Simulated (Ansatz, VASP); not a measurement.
# Zr2HS4 in VASP and in Ansatz

File INCAR:

```
SYSTEM = Zr2HS4
  PREC = Accurate
  ENCUT = 400
  EDIFF = 1E-6
  ISMEAR = 0
  SIGMA = 0.05
  LREAL = .FALSE.
  LASPH = .TRUE.
  NELM = 120
  ALGO = Normal
  ISIF = 2
  LWAVE = .FALSE.
  LCHARG = .TRUE.
  LDIPOL = .TRUE.
  IDIPOL = 3
  DIPOL = 0.5 0.5 0.291
  GGA = PE
  IVDW = 12
  LELF = .TRUE.
  LVHAR = .TRUE.
  LVACPOTAV = .TRUE.
  NBANDS = 62
  GGA_COMPAT = .FALSE.
  NELMDL = -8
```

File KPOINTS:

```
Automatic mesh
0
G
  6 6 1
  0 0 0
```

The input POSCAR:

```
Zr2HS4
1.0
    7.2976778227      0.0000000000      0.0000000000
   -3.6488389114      6.3199743831      0.0000000000
    0.0000000000      0.0000000000     20.9171506047
S Zr H
8 4 2
Direct
    0.3333333333      0.1666666667      0.1912306354
    0.3333333333      0.6666666667      0.1912306354
    0.8333333333      0.1666666667      0.1912306354
    0.8333333333      0.6666666667      0.1912306354
    0.1666666667      0.3333333333      0.3306927762
    0.1666666667      0.8333333333      0.3306927762
    0.6666666667      0.3333333333      0.3306927762
    0.6666666667      0.8333333333      0.3306927762
    0.0000000000      0.0000000000      0.2609617058
    0.0000000000      0.5000000000      0.2609617058
    0.5000000000      0.0000000000      0.2609617058
    0.5000000000      0.5000000000      0.2609617058
    0.2969803379      0.7030196621      0.4741157528
    0.3696863288      0.6303136712      0.4741157528
```

Input for Ansatz:

```yaml
crystal:
  lattice:
    - [7.2976778227, 0.0, 0.0]
    - [-3.6488389114, 6.3199743831, 0.0]
    - [0.0, 0.0, 20.9171506047]
  atoms:
    - { symbol: S, position: [0.3333333333, 0.1666666667, 0.1912306354] }
    - { symbol: S, position: [0.3333333333, 0.6666666667, 0.1912306354] }
    - { symbol: S, position: [0.8333333333, 0.1666666667, 0.1912306354] }
    - { symbol: S, position: [0.8333333333, 0.6666666667, 0.1912306354] }
    - { symbol: Zr, position: [0.0, 0.0, 0.2609617058] }
    - { symbol: Zr, position: [0.0, 0.5, 0.2609617058] }
    - { symbol: Zr, position: [0.5, 0.0, 0.2609617058] }
    - { symbol: Zr, position: [0.5, 0.5, 0.2609617058] }
    - { symbol: S, position: [0.1666666667, 0.3333333333, 0.3306927762] }
    - { symbol: S, position: [0.1666666667, 0.8333333333, 0.3306927762] }
    - { symbol: S, position: [0.6666666667, 0.3333333333, 0.3306927762] }
    - { symbol: S, position: [0.6666666667, 0.8333333333, 0.3306927762] }
    - { symbol: H, position: [0.2969803379, 0.7030196621, 0.4741157528] }
    - { symbol: H, position: [0.3696863288, 0.6303136712, 0.4741157528] }
basis:
  ecutwfc: 420
kpoints:
  mp_grid: { grid: [6, 6, 1] }
hamiltonian:
  xc: pbe
  pseudopotentials: { kind: paw, azcp: { folder: soft_1 } }
  dispersion: d3bj
scf:
  occupations: { method: gaussian, width: 0.05 }
output:
  forces: true
  eigenvalues: true
efield:
  axis: 3
  dipole_correction: true
  ramp_width: 0.04
```

Alike in both runs: task single point; functional PBE; dispersion D3(BJ); k mesh 6 × 6 × 1; occupations gaussian, width 0.05 eV; no spin polarisation.

|  | VASP | Ansatz |
| --- | --- | --- |
| version | VASP 6.6.1 | Ansatz 0.2.0 |
| potentials or method | VASP PAW PBE potentials, release 64 (S, Zr_sv, H), cutoff 400 eV | scalar-relativistic, plane waves, PAW |
| valence electrons in the cell | 98 | 98 |

```csv
,VASP,Ansatz,Ansatz less VASP
gap on the k mesh at the Fermi level (eV),1.10,1.10,+0.003
least direct gap on the mesh (eV),1.10,1.10,+0.003
rms of the force components (eV/Å),0.736,0.746,+0.0092
```
